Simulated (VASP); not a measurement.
# BeS (F-43m) in VASP: relaxation of cell and atoms with LDA

Aim: the relaxation of cell and atoms of BeS with LDA.

Everything below comes from runs of VASP 6.6.1. Logs are shortened: lines on timing, memory, paths and dates and some standing lists are left out, and cuts for length are marked.

### 1 The cell of the first run

The structure is cubic, space group F-43m (No. 216). Conventional cell: a = 4.876 Å, b = 4.876 Å, c = 4.876 Å, α = 90.00°, β = 90.00°, γ = 90.00°. Be (site symmetry -43m) has 4 S at 2.11 Å within 2.8 Å. Within 2.8 Å of S (site symmetry -43m) lie 4 Be at 2.11 Å.

### 2 Relaxation of cell and atoms, LDA

File INCAR:

```
PREC = Accurate
ENCUT = 600
EDIFF = 1E-6
ISMEAR = -1
SIGMA = 0.02
LREAL = F
LASPH = T
NELM = 100
ALGO = Normal
ISIF = 3
LWAVE = F
LCHARG = F
GGA = CA
IBRION = 2
NSW = 80
EDIFFG = -0.005
```

File KPOINTS:

```
regular mesh
0
Gamma
  8 8 8
```

File POSCAR:

```
BeS
1.0
    0.0000000000      2.4380594454      2.4380594454
    2.4380594454      0.0000000000      2.4380594454
    2.4380594454      2.4380594454      0.0000000000
Be S
1 1
Direct
    0.0000000000      0.0000000000      0.0000000000
    0.7500000000      0.7500000000      0.7500000000
```

Potentials or basis: VASP PAW LDA potentials, release 64 (Be, S).

Launch:

```sh
$ cat potpaw_LDA.64/Be/POTCAR potpaw_LDA.64/S/POTCAR > POTCAR
$ mpirun -np 1 vasp_std > vasp.out
```

OUTCAR:

```text
PREC = Accurate
   ENCUT = 600
   EDIFF = 1E-6
   ISMEAR = -1
   LREAL = F
   LASPH = T
   NELM = 100
   ISIF = 3
   GGA = CA
   IBRION = 2
   NSW = 80
   EDIFFG = -0.005

 ion  position               nearest neighbor table
   1  0.000  0.000  0.000-   2 2.11   2 2.11   2 2.11   2 2.11
   2  0.750  0.750  0.750-   1 2.11   1 2.11   1 2.11   1 2.11

  LATTYP: Found a face centered cubic cell.
 ALAT       =     4.8761188908

  Lattice vectors:

 A1 = (   0.0000000000,   2.4380594454,   2.4380594454)
 A2 = (   2.4380594454,   0.0000000000,   2.4380594454)
 A3 = (   2.4380594454,   2.4380594454,   0.0000000000)

Analysis of symmetry for initial positions (statically):
=====================================================================
 Subroutine PRICEL returns:
 Original cell was already a primitive cell.

 Routine SETGRP: Setting up the symmetry group for a
 face centered cubic supercell.

 Subroutine GETGRP returns: Found 24 space group operations
 (whereof 24 operations were pure point group operations)
 out of a pool of 48 trial point group operations.

The static configuration has the point symmetry T_d .

Analysis of symmetry for dynamics (positions and initial velocities):
=====================================================================
 Subroutine PRICEL returns:
 Original cell was already a primitive cell.

 Routine SETGRP: Setting up the symmetry group for a
 face centered cubic supercell.

 Subroutine GETGRP returns: Found 24 space group operations
 (whereof 24 operations were pure point group operations)
 out of a pool of 48 trial point group operations.

The dynamic configuration has the point symmetry T_d .

 Subroutine INISYM returns: Found 24 space group operations
 (whereof 24 operations are pure point group operations),
 and found     1 'primitive' translations

----------------------------------------------------------------------------------------

                                     Primitive cell

  volume of cell :      28.9843

  direct lattice vectors                    reciprocal lattice vectors
     0.000000000  2.438059445  2.438059445    -0.205081136  0.205081136  0.205081136
     2.438059445  0.000000000  2.438059445     0.205081136 -0.205081136  0.205081136
     2.438059445  2.438059445  0.000000000     0.205081136  0.205081136 -0.205081136

  length of vectors
     3.447936734  3.447936734  3.447936734     0.355210947  0.355210947  0.355210947

  position of ions in fractional coordinates (direct lattice)
     0.000000000  0.000000000  0.000000000
     0.750000000  0.750000000  0.750000000

  ion indices of the primitive-cell ions
   primitive index   ion index
                 1           1
                 2           2

----------------------------------------------------------------------------------------

 KPOINTS: regular mesh

Automatic generation of k-mesh.
 Grid dimensions read from file:
 generate k-points for:    8    8    8

 Generating k-lattice:

  Cartesian coordinates                     Fractional coordinates (reciprocal lattice)
    -0.025635142  0.025635142  0.025635142     0.125000000  0.000000000  0.000000000
     0.025635142 -0.025635142  0.025635142     0.000000000  0.125000000  0.000000000
     0.025635142  0.025635142 -0.025635142     0.000000000  0.000000000  0.125000000

  Length of vectors
     0.044401368  0.044401368  0.044401368

  Shift w.r.t. Gamma in fractional coordinates (k-lattice)
     0.000000000  0.000000000  0.000000000

 Subroutine IBZKPT returns following result:
 ===========================================

 Found     29 irreducible k-points:

 Following reciprocal coordinates:
            Coordinates               Weight
  0.000000  0.000000  0.000000      1.000000
  0.125000  0.000000  0.000000      8.000000
  0.250000  0.000000  0.000000      8.000000
  0.375000  0.000000  0.000000      8.000000
  0.500000  0.000000  0.000000      4.000000
  0.125000  0.125000  0.000000      6.000000
[... 16 lines left out ...]
  0.500000  0.250000  0.125000     48.000000
 -0.375000  0.250000  0.125000     24.000000
 [... further k-points ...]
   k-points           NKPTS =     29   k-points in BZ     NKDIM =     29   number of bands    NBANDS=      8
   number of dos      NEDOS =    301   number of ions     NIONS =      2
   total plane-waves  NPLWV =  21952
   dimension x,y,z NGX =    28 NGY =   28 NGZ =   28
   dimension x,y,z NGXF=    56 NGYF=   56 NGZF=   56
   ions per type =               1   1
   NGX,Y,Z   is equivalent  to a cutoff of  13.50, 13.50, 13.50 a.u.
   NGXF,Y,Z  is equivalent  to a cutoff of  27.00, 27.00, 27.00 a.u.
 SYSTEM =  unknown system
   PREC   = accura    normal or accurate (medium, high low for compatibility)
   ISTART =      0    job   : 0-new  1-cont  2-samecut
   ICHARG =      2    charge: 1-file 2-atom 10-const
   ISPIN  =      1    spin polarized calculation?
   LNONCOLLINEAR =      F non collinear calculations
   LSORBIT =      F    spin-orbit coupling
   LASPH  =      T    aspherical Exc in radial PAW
   ENCUT  =  600.0 eV  44.10 Ry    6.64 a.u.   6.89  6.89  6.89*2*pi/ulx,y,z
   NELM   =    100;   NELMIN=  2; NELMDL= -5     # of ELM steps
   EDIFF  = 0.1E-05   stopping-criterion for ELM
   LREAL  =      F    real-space projection
   EDIFFG = -.5E-02   stopping-criterion for IOM
   NSW    =     80    number of steps for IOM
   IBRION =      2    ionic relax: 0-MD 1-quasi-New 2-CG
   NFREE  =      1    steps in history (QN), initial steepest desc. (CG)
   ISIF   =      3    stress and relaxation
   ISYM   =      2    0-nonsym 1-usesym 2-fastsym
   POTIM  = 0.5000    time-step for ionic-motion
   TEBEG  =    0.0;   TEEND  =   0.0 temperature during run
   PSTRESS=    0.0 pullay stress
   NELECT =       8.0000    total number of electrons
   NUPDOWN=      -1.0000    fix difference up-down
   EMIN   =  10.00;   EMAX   =-10.00  energy-range for DOS
   EFERMI =   0.00;   METHOD = LEGACY
   ISMEAR =    -1;   SIGMA  =   0.02  broadening in eV -4-tet -1-fermi 0-gaus
   EFERMI_NEDOS =   21; number of points for ismear=-14 and -15
   IALGO  =     38    algorithm
   IMIX   =      4    mixing-type and parameters
     AMIX     =   0.40;   BMIX     =  1.00
     AMIX_MAG =   1.60;   BMIX_MAG =  1.00
  volume/ion in A,a.u.               =      14.49        97.80
  Fermi-wavevector in a.u.,A,eV,Ry     =   1.065902  2.014262 15.458214  1.136147
  Thomas-Fermi vector in A             =   2.201469
   LORBIT       =      0    0 simple, 1 ext, 2 COOP (PROOUT), +10 PAW based schemes
   GGA     = CA    functional components
   LHFCALC =     F    Hartree Fock is set to
   AEXX    =    0.0000 exact exchange contribution
   IVDW    =     0    specifies the selected vdW correction
   LEPSILON=     F    determine dielectric tensor
   LRPA    =     F    only Hartree local field effects (RPA)
 conjugate gradient relaxation of ions
 non-spin polarized calculation
  energy-cutoff  :      600.00
  volume of cell :       28.98
 maximum number of plane-waves:       982
   NGX = 13   NGY = 13   NGZ = 13

--------------------------------------- Ionic step        1  -------------------------------------------

 number of electron       7.9999999 magnetization

 Free energy of the ion-electron system (eV)
  ---------------------------------------------------
  ext. energy  EPLUGINS =         0.00000000
  ---------------------------------------------------
  free energy    TOTEN  =       -11.12232412 eV

  energy without entropy =      -11.12232412  energy(sigma->0) =      -11.12232412

 E-fermi :   4.2841     XC(G=0):  -9.9252

 val. band max:        3.8632309242   @ k =   0.0000   0.0000   0.0000
 cond. band min:       6.8013246886   @ k =   0.5000   0.5000   0.0000
 fundamental gap:      2.9380937644
 Fermi energy:         4.2841087300

 k-point     1 :       0.0000    0.0000    0.0000
  band No.  band energies     occupation
      1      -9.6853      2.00000
      2       3.8632      2.00000
      3       3.8632      2.00000
      4       3.8632      2.00000
      5       9.4041      0.00000
      6       9.4122      0.00000
      7       9.4122      0.00000
      8       9.4122      0.00000

 k-point     2 :       0.1250    0.0000    0.0000
  band No.  band energies     occupation
      1      -9.5105      2.00000
      2       2.6619      2.00000
      3       3.6654      2.00000
      4       3.6654      2.00000
      5       9.2611      0.00000
      6       9.7635      0.00000
      7       9.7635      0.00000
      8      10.7697      0.00000

 k-point     3 :       0.2500    0.0000    0.0000
  band No.  band energies     occupation
      1      -9.0289      2.00000
      2       0.5751      2.00000
      3       3.2716      2.00000
      4       3.2716      2.00000
      5       9.2228      0.00000
      6      10.3025      0.00000
      7      10.3025      0.00000
      8      12.8364      0.00000
[... 280 lines left out ...]
 VOLUME and BASIS-vectors are now :
 -----------------------------------------------------------------------------
  energy-cutoff  :      600.00
  volume of cell :       27.29
      direct lattice vectors                 reciprocal lattice vectors
    -0.000000000  2.389668317  2.389668317    -0.209234058  0.209234058  0.209234058
     2.389668317  0.000000000  2.389668317     0.209234058 -0.209234058  0.209234058
     2.389668317  2.389668317 -0.000000000     0.209234058  0.209234058 -0.209234058

 POSITION                                       TOTAL-FORCE (eV/Angst)
 -----------------------------------------------------------------------------------
      2.38967      2.38967      4.77934        -0.000000      0.000000      0.000000
      3.58450      3.58450      3.58450         0.000000     -0.000000     -0.000000
 -----------------------------------------------------------------------------------
    total drift:                                0.000000      0.000000      0.000000

  FREE ENERGIE OF THE ION-ELECTRON SYSTEM (eV)
  ---------------------------------------------------
  free  energy   TOTEN  =       -11.1415656805 eV

  energy  without entropy=      -11.1415656805  energy(sigma->0) =      -11.14156568

--------------------------------------- Ionic step        3  -------------------------------------------

 number of electron       8.0000001 magnetization

 Free energy of the ion-electron system (eV)
  ---------------------------------------------------
  ext. energy  EPLUGINS =         0.00000000
  ---------------------------------------------------
  free energy    TOTEN  =       -11.14269523 eV

  energy without entropy =      -11.14269523  energy(sigma->0) =      -11.14269523

 E-fermi :   4.7576     XC(G=0): -10.1201

 val. band max:        4.3743711800   @ k =   0.0000   0.0000   0.0000
 cond. band min:       7.2067708512   @ k =   0.5000   0.5000   0.0000
 fundamental gap:      2.8323996712
 Fermi energy:         4.7575670212

 k-point     1 :       0.0000    0.0000    0.0000
  band No.  band energies     occupation
      1      -9.5051      2.00000
      2       4.3744      2.00000
      3       4.3744      2.00000
      4       4.3744      2.00000
      5       9.9025      0.00000
      6       9.9025      0.00000
      7       9.9025      0.00000
      8      10.3298      0.00000

 k-point     2 :       0.1250    0.0000    0.0000
  band No.  band energies     occupation
      1      -9.3187      2.00000
      2       3.1161      2.00000
      3       4.1603      2.00000
      4       4.1603      2.00000
      5       9.8904      0.00000
      6      10.2769      0.00000
      7      10.2769      0.00000
      8      11.6176      0.00000

 k-point     3 :       0.2500    0.0000    0.0000
  band No.  band energies     occupation
      1      -8.8020      2.00000
      2       0.9240      2.00000
      3       3.7390      2.00000
      4       3.7390      2.00000
      5       9.8849      0.00000
      6      10.8375      0.00000
      7      10.8375      0.00000
      8      13.7171      0.00000
[... 244 lines left out ...]
 VOLUME and BASIS-vectors are now :
 -----------------------------------------------------------------------------
  energy-cutoff  :      600.00
  volume of cell :       27.60
      direct lattice vectors                 reciprocal lattice vectors
    -0.000000000  2.398659385  2.398659385    -0.208449771  0.208449771  0.208449771
     2.398659385  0.000000000  2.398659385     0.208449771 -0.208449771  0.208449771
     2.398659385  2.398659385 -0.000000000     0.208449771  0.208449771 -0.208449771

 POSITION                                       TOTAL-FORCE (eV/Angst)
 -----------------------------------------------------------------------------------
      0.00000      0.00000     -0.00000        -0.000000      0.000000     -0.000000
      3.59799      3.59799      3.59799         0.000000     -0.000000      0.000000
 -----------------------------------------------------------------------------------
    total drift:                                0.000000      0.000000      0.000000

  FREE ENERGIE OF THE ION-ELECTRON SYSTEM (eV)
  ---------------------------------------------------
  free  energy   TOTEN  =       -11.1426952323 eV

  energy  without entropy=      -11.1426952322  energy(sigma->0) =      -11.14269523

 reached required accuracy - stopping structural energy minimisation
```

It took 14 s on 1 thread of Intel Xeon Platinum 8259CL at 2.50GHz (Skylake/Cascade Lake), shared host; peak memory 0.14 GiB.

Results:

```yaml
Free_energy: -11.1427 eV
Relaxed_volume: 13.80 Å³/atom
Relaxed_cell: a = 3.392 Å, b = 3.392 Å, c = 3.392 Å, α = 60.00°, β = 60.00°, γ = 60.00°
Space_group_after_relaxing_to_0.05_Å: F-43m (No. 216)
Energy_gained_by_relaxing: 10.2 meV/atom
Ionic_steps: 3
Pressure_after_relaxing: 0.0 GPa
Band_gap_on_the_k_mesh: 2.83 eV, indirect (least direct gap 5.53 eV)
```

Step by step:
| step | energy change (eV) | largest force (eV/Å) | pressure (GPa) | volume (Å³) |
| --- | --- | --- | --- | --- |
| 1 | 0.0000 | 0.0000 | -4.55 | 28.98 |
| 2 | -0.0192 | 0.0000 | 1.19 | 27.29 |
| 3 | -0.0204 | 0.0000 | 0.00 | 27.60 |

Final structure:
```yaml
crystal:
  lattice:
    - [0.00000, 2.39866, 2.39866]
    - [2.39866, 0.00000, 2.39866]
    - [2.39866, 2.39866, 0.00000]
  atoms:
    - { symbol: Be, position: [0.00000, 0.00000, 0.00000] }
    - { symbol: S, position: [0.75000, 0.75000, 0.75000] }
```

A k mesh can miss the band edges. LDA gaps usually lie below the measured ones, often by a third to a half.
